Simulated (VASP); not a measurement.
Crystal: Al.

```
Al
1.0
     4.49160    0.00000    0.00000
    -2.24580    3.88984    0.00000
     0.00000    0.00000    2.72260
Al
2
Cartesian
  0.0000 2.5932 0.0000
  2.2458 1.2966 0.0000
```

Base run:

| Item | Value |
| --- | --- |
| Program | VASP 6.6.1 |
| Functional | PBEsol |
| Potentials or basis | VASP PAW PBE potentials, release 64 (Al) |
| Cutoff | 520 eV |
| k mesh | 7 × 7 × 10 |
| Occupations | fermi-dirac, width 0.05 eV |
| Spin | no spin polarisation |

Its results: band gap on the k mesh zero (band 3 reaches 6.63 eV, above the bottom of band 4 at 3.13 eV); pressure 0.6 GPa.

Question: The run is repeated on the same cell with these changes: functional from PBEsol to PBEsol-based global hybrid; k mesh from 7 × 7 × 10 to 4 × 4 × 5. What comes out?

Answer: Band gap on the k mesh zero (band 3 reaches 6.45 eV, above the bottom of band 4 at 3.64 eV); pressure 1.2 GPa.

Several settings changed at once, so the effect can't be laid on one alone.

Caveats: some runs use coarse meshes; the PAW data sets were made with another functional, which shifts forces and pressure a little.
